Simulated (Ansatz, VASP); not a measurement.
## MgS in VASP and in Ansatz

```
CELL_PARAMETERS angstrom
0.00000 2.56649 2.56649
2.56649 0.00000 2.56649
2.56649 2.56649 0.00000
ATOMIC_POSITIONS crystal
Mg 0.00000 0.00000 0.00000
S 0.50000 0.50000 0.50000
```

Change from the starting cell: volume scaled by 0.96, PAW files.

Alike in both runs: task electric field gradients; functional PBE; k mesh 8 × 8 × 8; occupations fermi-dirac, width 0.01 eV; no spin polarisation.

```csv
,VASP,Ansatz
version,VASP 6.6.1,Ansatz 0.2.0
potentials or method,"VASP PAW PBE potentials, release 64 (Mg, S)","PAW with Ansatz's default frozen-core files, scalar-relativistic"
plane-wave cutoff (eV),520,420
valence electrons in the cell,8,16
```

```csv
,VASP,Ansatz,Ansatz less VASP
gap on the k mesh at the Fermi level (eV),2.86,2.88,+0.012
pressure (GPa),4.3,4.6,+0.31
```

With one functional, cell and mesh, what is left measures potentials, basis and numerics. VASP's potentials hold 8 valence electrons a cell and Ansatz's 16, so a difference there can come from the potentials and not from the codes.
